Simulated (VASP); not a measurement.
NdHf:

```
Nd Hf
1.0
     3.39220    0.00000    0.00000
    -1.69610    2.93773    0.00000
     0.00000    0.00000    5.08647
Nd Hf
1 1
Direct
  0.00000 0.00000 0.50000
  0.66667 0.33333 0.00000
```

The cell was generated, and may not be a known phase.

```yaml
Program: VASP 6.6.1
Task: relaxation of cell and atoms
Functional: PBE
Potentials_or_basis: VASP PAW PBE potentials, release 64 (Nd_3, Hf_pv), 4f in core
Cutoff: 500 eV
k_mesh: 7 × 7 × 4
Occupations: gaussian, width 0.2 eV
Spin: no spin polarisation
```

At the start: pressure 7.0 GPa; volume 25.34 Å³/atom.

Q: Where does the relaxation end?

A: Over 5 steps the energy falls by 93.1 meV/atom and the volume is 27.60 Å³/atom (+8.9 %); space group P-6m2 (No. 187, to 0.1 Å) before and after.

Step by step:
```csv
step,energy change (eV),largest force (eV/Å),pressure (GPa),volume (Å³)
1,0.0000,0.0000,6.98,50.69
2,-0.1388,0.0000,-3.38,59.14
3,-0.1645,0.0000,-0.89,56.52
4,-0.1828,0.0000,-0.32,55.71
5,-0.1861,0.0000,0.08,55.20
```

Final structure:
```yaml
crystal:
  lattice:
    - [3.38194, 0.00000, 0.00000]
    - [-1.69097, 2.92884, 0.00000]
    - [0.00000, 0.00000, 5.57239]
  atoms:
    - { symbol: Nd, position: [0.00000, 0.00000, 0.50000] }
    - { symbol: Hf, position: [0.66667, 0.33333, 0.00000] }
```
